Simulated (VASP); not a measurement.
# Si (Fd-3m) in VASP: relaxation of cell and atoms with LDA

Aim: the relaxation of cell and atoms of Si with LDA.

Program: VASP 6.6.1. These are calculated values, not measurements. Logs are shortened: lines on timing, memory, paths and dates and some standing lists are left out, and cuts for length are marked.

### Step 1. The cell of the first run

It takes space group Fd-3m (No. 227, cubic). The conventional cell has a = 5.402 Å, b = 5.402 Å, c = 5.402 Å, α = 90.00°, β = 90.00°, γ = 90.00°. Within 3.1 Å of Si (site symmetry -43m) lie 4 Si at 2.34 Å.

### Step 2. Relaxation of cell and atoms, LDA

File INCAR:

```
SYSTEM = Si
  PREC = Accurate
  ENCUT = 600
  EDIFF = 1E-6
  ISMEAR = 0
  SIGMA = 0.01
  LREAL = .False.
  LASPH = .True.
  NELM = 80
  ALGO = Normal
  ISIF = 3
  LWAVE = .False.
  LCHARG = .False.
  IBRION = 2
  NSW = 80
  EDIFFG = -0.001
```

File KPOINTS:

```
Automatic mesh
0
Gamma
  12 12 12
  0 0 0
```

File POSCAR:

```
Si
1.0
    0.0000000000      2.7007939031      2.7007939031
    2.7007939031      0.0000000000      2.7007939031
    2.7007939031      2.7007939031      0.0000000000
Si
2
Direct
    0.5000000000      0.5000000000      0.5000000000
    0.7500000000      0.7500000000      0.7500000000
```

Potentials or basis: VASP PAW LDA potentials, release 64 (Si).

Run with:

```sh
> cat potpaw_LDA.64/Si/POTCAR > POTCAR
> mpirun -np 1 vasp_std > vasp.out
```

OUTCAR:

```text
SYSTEM = Si
   PREC = Accurate
   ENCUT = 600
   EDIFF = 1E-6
   ISMEAR = 0
   LREAL = .False.
   LASPH = .True.
   NELM = 80
   ISIF = 3
   IBRION = 2
   NSW = 80
   EDIFFG = -0.001

 ion  position               nearest neighbor table
   1  0.500  0.500  0.500-   2 2.34   2 2.34   2 2.34   2 2.34
   2  0.750  0.750  0.750-   1 2.34   1 2.34   1 2.34   1 2.34

  LATTYP: Found a face centered cubic cell.
 ALAT       =     5.4015878062

  Lattice vectors:

 A1 = (   0.0000000000,   2.7007939031,   2.7007939031)
 A2 = (   2.7007939031,   0.0000000000,   2.7007939031)
 A3 = (   2.7007939031,   2.7007939031,   0.0000000000)

Analysis of symmetry for initial positions (statically):
=====================================================================
 Subroutine PRICEL returns:
 Original cell was already a primitive cell.

 Routine SETGRP: Setting up the symmetry group for a
 face centered cubic supercell.

 Subroutine GETGRP returns: Found 48 space group operations
 (whereof 24 operations were pure point group operations)
 out of a pool of 48 trial point group operations.

The static configuration has the point symmetry T_d .
 The point group associated with its full space group is O_h .

Analysis of symmetry for dynamics (positions and initial velocities):
=====================================================================
 Subroutine PRICEL returns:
 Original cell was already a primitive cell.

 Routine SETGRP: Setting up the symmetry group for a
 face centered cubic supercell.

 Subroutine GETGRP returns: Found 48 space group operations
 (whereof 24 operations were pure point group operations)
 out of a pool of 48 trial point group operations.

The dynamic configuration has the point symmetry T_d .
 The point group associated with its full space group is O_h .

 Subroutine INISYM returns: Found 48 space group operations
 (whereof 24 operations are pure point group operations),
 and found     1 'primitive' translations

----------------------------------------------------------------------------------------

                                     Primitive cell

  volume of cell :      39.4007

  direct lattice vectors                    reciprocal lattice vectors
     0.000000000  2.700793903  2.700793903    -0.185130750  0.185130750  0.185130750
     2.700793903  0.000000000  2.700793903     0.185130750 -0.185130750  0.185130750
     2.700793903  2.700793903  0.000000000     0.185130750  0.185130750 -0.185130750

  length of vectors
     3.819499367  3.819499367  3.819499367     0.320655864  0.320655864  0.320655864

  position of ions in fractional coordinates (direct lattice)
     0.500000000  0.500000000  0.500000000
     0.750000000  0.750000000  0.750000000

  ion indices of the primitive-cell ions
   primitive index   ion index
                 1           1
                 2           2

----------------------------------------------------------------------------------------

 KPOINTS: Automatic mesh

Automatic generation of k-mesh.
 Grid dimensions read from file:
 generate k-points for:   12   12   12

 Generating k-lattice:

  Cartesian coordinates                     Fractional coordinates (reciprocal lattice)
    -0.015427562  0.015427562  0.015427562     0.083333333  0.000000000  0.000000000
     0.015427562 -0.015427562  0.015427562     0.000000000  0.083333333  0.000000000
     0.015427562  0.015427562 -0.015427562     0.000000000  0.000000000  0.083333333

  Length of vectors
     0.026721322  0.026721322  0.026721322

  Shift w.r.t. Gamma in fractional coordinates (k-lattice)
     0.000000000  0.000000000  0.000000000

 Subroutine IBZKPT returns following result:
 ===========================================

 Found     72 irreducible k-points:

 Following reciprocal coordinates:
            Coordinates               Weight
  0.000000  0.000000  0.000000      1.000000
  0.083333  0.000000  0.000000      8.000000
  0.166667  0.000000  0.000000      8.000000
  0.250000  0.000000  0.000000      8.000000
  0.333333  0.000000  0.000000      8.000000
  0.416667  0.000000  0.000000      8.000000
[... 16 lines left out ...]
  0.500000  0.166667  0.000000     24.000000
 -0.416667  0.166667  0.000000     24.000000
 [... further k-points ...]
   k-points           NKPTS =     72   k-points in BZ     NKDIM =     72   number of bands    NBANDS=      8
   number of dos      NEDOS =    301   number of ions     NIONS =      2
   total plane-waves  NPLWV =  32768
   dimension x,y,z NGX =    32 NGY =   32 NGZ =   32
   dimension x,y,z NGXF=    64 NGYF=   64 NGZF=   64
   ions per type =               2
   NGX,Y,Z   is equivalent  to a cutoff of  13.93, 13.93, 13.93 a.u.
   NGXF,Y,Z  is equivalent  to a cutoff of  27.86, 27.86, 27.86 a.u.
 SYSTEM =  Si
   PREC   = accura    normal or accurate (medium, high low for compatibility)
   ISTART =      0    job   : 0-new  1-cont  2-samecut
   ICHARG =      2    charge: 1-file 2-atom 10-const
   ISPIN  =      1    spin polarized calculation?
   LNONCOLLINEAR =      F non collinear calculations
   LSORBIT =      F    spin-orbit coupling
   LASPH  =      T    aspherical Exc in radial PAW
   ENCUT  =  600.0 eV  44.10 Ry    6.64 a.u.   7.63  7.63  7.63*2*pi/ulx,y,z
   NELM   =     80;   NELMIN=  2; NELMDL= -5     # of ELM steps
   EDIFF  = 0.1E-05   stopping-criterion for ELM
   LREAL  =      F    real-space projection
   EDIFFG = -.1E-02   stopping-criterion for IOM
   NSW    =     80    number of steps for IOM
   IBRION =      2    ionic relax: 0-MD 1-quasi-New 2-CG
   NFREE  =      1    steps in history (QN), initial steepest desc. (CG)
   ISIF   =      3    stress and relaxation
   ISYM   =      2    0-nonsym 1-usesym 2-fastsym
   POTIM  = 0.5000    time-step for ionic-motion
   TEBEG  =    0.0;   TEEND  =   0.0 temperature during run
   PSTRESS=    0.0 pullay stress
   NELECT =       8.0000    total number of electrons
   NUPDOWN=      -1.0000    fix difference up-down
   EMIN   =  10.00;   EMAX   =-10.00  energy-range for DOS
   EFERMI =   0.00;   METHOD = LEGACY
   ISMEAR =     0;   SIGMA  =   0.01  broadening in eV -4-tet -1-fermi 0-gaus
   EFERMI_NEDOS =   21; number of points for ismear=-14 and -15
   IALGO  =     38    algorithm
   IMIX   =      4    mixing-type and parameters
     AMIX     =   0.40;   BMIX     =  1.00
     AMIX_MAG =   1.60;   BMIX_MAG =  1.00
  volume/ion in A,a.u.               =      19.70       132.94
  Fermi-wavevector in a.u.,A,eV,Ry     =   0.962210  1.818314 12.596939  0.925849
  Thomas-Fermi vector in A             =   2.091650
   LORBIT       =      0    0 simple, 1 ext, 2 COOP (PROOUT), +10 PAW based schemes
   GGA     = CA    functional components
   LHFCALC =     F    Hartree Fock is set to
   AEXX    =    0.0000 exact exchange contribution
   IVDW    =     0    specifies the selected vdW correction
   LEPSILON=     F    determine dielectric tensor
   LRPA    =     F    only Hartree local field effects (RPA)
 conjugate gradient relaxation of ions
 non-spin polarized calculation
 Gauss-broadening in eV      SIGMA  =   0.01
  energy-cutoff  :      600.00
  volume of cell :       39.40
 maximum number of plane-waves:      1363
   NGX = 15   NGY = 15   NGZ = 15

--------------------------------------- Ionic step        1  -------------------------------------------

 number of electron       7.9999999 magnetization

 Free energy of the ion-electron system (eV)
  ---------------------------------------------------
  ext. energy  EPLUGINS =         0.00000000
  ---------------------------------------------------
  free energy    TOTEN  =       -11.91994088 eV

  energy without entropy =      -11.91994088  energy(sigma->0) =      -11.91994088

------------------------ aborting loop because EDIFF is reached ----------------------------------------

  FORCE on cell =-STRESS in cart. coord.  units (eV):
  Direction    XX          YY          ZZ          XY          YZ          ZX
  --------------------------------------------------------------------------------------
  -------------------------------------------------------------------------------------
  Total        0.0183127      0.0183127      0.0183127      0.0000000     -0.0000000      0.0000000
  in kB        0.7446627      0.7446627      0.7446627      0.0000000     -0.0000000      0.0000000
  external PRESSURE =       0.7446627 kB  Pullay stress =       0.0000000 kB

 VOLUME and BASIS-vectors are now :
 -----------------------------------------------------------------------------
  energy-cutoff  :      600.00
  volume of cell :       39.40
      direct lattice vectors                 reciprocal lattice vectors
     0.000000000  2.700793903  2.700793903    -0.185130750  0.185130750  0.185130750
     2.700793903  0.000000000  2.700793903     0.185130750 -0.185130750  0.185130750
     2.700793903  2.700793903  0.000000000     0.185130750  0.185130750 -0.185130750
[... 37 lines left out ...]
 POSITION                                       TOTAL-FORCE (eV/Angst)
 -----------------------------------------------------------------------------------
      2.70199      2.70199      2.70199        -0.000000     -0.000000     -0.000000
      4.05298      4.05298      4.05298         0.000000      0.000000      0.000000
 -----------------------------------------------------------------------------------
    total drift:                               -0.000000     -0.000000     -0.000000

  FREE ENERGIE OF THE ION-ELECTRON SYSTEM (eV)
  ---------------------------------------------------
  free  energy   TOTEN  =       -11.9199439750 eV

  energy  without entropy=      -11.9199439750  energy(sigma->0) =      -11.91994398

--------------------------------------- Ionic step        3  -------------------------------------------

 number of electron       7.9999999 magnetization

 Free energy of the ion-electron system (eV)
  ---------------------------------------------------
  ext. energy  EPLUGINS =         0.00000000
  ---------------------------------------------------
  free energy    TOTEN  =       -11.91994776 eV

  energy without entropy =      -11.91994776  energy(sigma->0) =      -11.91994776

 E-fermi :   6.0127     XC(G=0):  -9.6636

 val. band max:        5.9271597093   @ k =   0.0000   0.0000   0.0000
 cond. band min:       6.3703219027   @ k =   0.4167   0.4167   0.0000
 fundamental gap:      0.4431621934
 Fermi energy:         6.0126687999

 k-point     1 :       0.0000    0.0000    0.0000
  band No.  band energies     occupation
      1      -6.1354      2.00000
      2       5.9272      2.00000
      3       5.9272      2.00000
      4       5.9272      2.00000
      5       8.4580      0.00000
      6       8.4580      0.00000
      7       8.4580      0.00000
      8       9.3130      0.00000

 k-point     2 :       0.0833    0.0000    0.0000
  band No.  band energies     occupation
      1      -6.0431      2.00000
      2       5.0583      2.00000
      3       5.7807      2.00000
      4       5.7807      2.00000
      5       8.5030      0.00000
      6       8.6728      0.00000
      7       8.6728      0.00000
      8       9.9693      0.00000
[... 221 lines left out ...]
 k-point    23 :       0.5000    0.1667    0.0000
  band No.  band energies     occupation
      1      -3.6010      2.00000
      2      -0.7505      2.00000
      3       3.1021      2.00000
      4       4.1272      2.00000
      5       7.8829      0.00000
      6      10.0003      0.00000
      7      10.5137      0.00000
      8      12.3011      0.00000

 k-point    24 :      -0.4167    0.1667    0.0000
  band No.  band energies     occupation
      1      -3.4824      2.00000
      2      -0.9151      2.00000
      3       2.8832      2.00000
      4       4.3153      2.00000
      5       8.0354      0.00000
      6       9.9448      0.00000
      7      10.2841      0.00000
      8      13.8586      0.00000

 [... further k-points ...]
[... 5 lines left out ...]
  --------------------------------------------------------------------------------------
  -------------------------------------------------------------------------------------
  Total       -0.0002108     -0.0002108     -0.0002108      0.0000000      0.0000000     -0.0000000
  in kB       -0.0085662     -0.0085662     -0.0085662      0.0000000      0.0000000     -0.0000000
  external PRESSURE =      -0.0085662 kB  Pullay stress =       0.0000000 kB

 VOLUME and BASIS-vectors are now :
 -----------------------------------------------------------------------------
  energy-cutoff  :      600.00
  volume of cell :       39.43
      direct lattice vectors                 reciprocal lattice vectors
     0.000000000  2.701483460  2.701483460    -0.185083495  0.185083495  0.185083495
     2.701483460 -0.000000000  2.701483460     0.185083495 -0.185083495  0.185083495
     2.701483460  2.701483460  0.000000000     0.185083495  0.185083495 -0.185083495

 POSITION                                       TOTAL-FORCE (eV/Angst)
 -----------------------------------------------------------------------------------
      2.70148      2.70148      2.70148        -0.000000      0.000000     -0.000000
      4.05223      4.05223      4.05223         0.000000     -0.000000      0.000000
 -----------------------------------------------------------------------------------
    total drift:                               -0.000000     -0.000000     -0.000000

  FREE ENERGIE OF THE ION-ELECTRON SYSTEM (eV)
  ---------------------------------------------------
  free  energy   TOTEN  =       -11.9199477607 eV

  energy  without entropy=      -11.9199477607  energy(sigma->0) =      -11.91994776

 reached required accuracy - stopping structural energy minimisation
```

Wall time 11 s (1 thread of Intel Xeon 6975P-C (Granite Rapids), shared host); peak memory 0.16 GiB.

What came out:

```yaml
Free_energy: -11.9199 eV
Relaxed_volume: 19.72 Å³/atom
Relaxed_cell: a = 3.820 Å, b = 3.820 Å, c = 3.820 Å, α = 60.00°, β = 60.00°, γ = 60.00°
Space_group_after_relaxing_to_0.05_Å: Fd-3m (No. 227)
Energy_gained_by_relaxing: 0.0 meV/atom
Ionic_steps: 3
Pressure_after_relaxing: 0.0 GPa
Band_gap_on_the_k_mesh: 0.44 eV, indirect (least direct gap 2.53 eV)
```

Final structure:
```
Si
1.0
     0.00000    2.70148    2.70148
     2.70148    0.00000    2.70148
     2.70148    2.70148    0.00000
Si
2
Direct
  0.50000 0.50000 0.50000
  0.75000 0.75000 0.75000
```

A k mesh can miss the band edges.
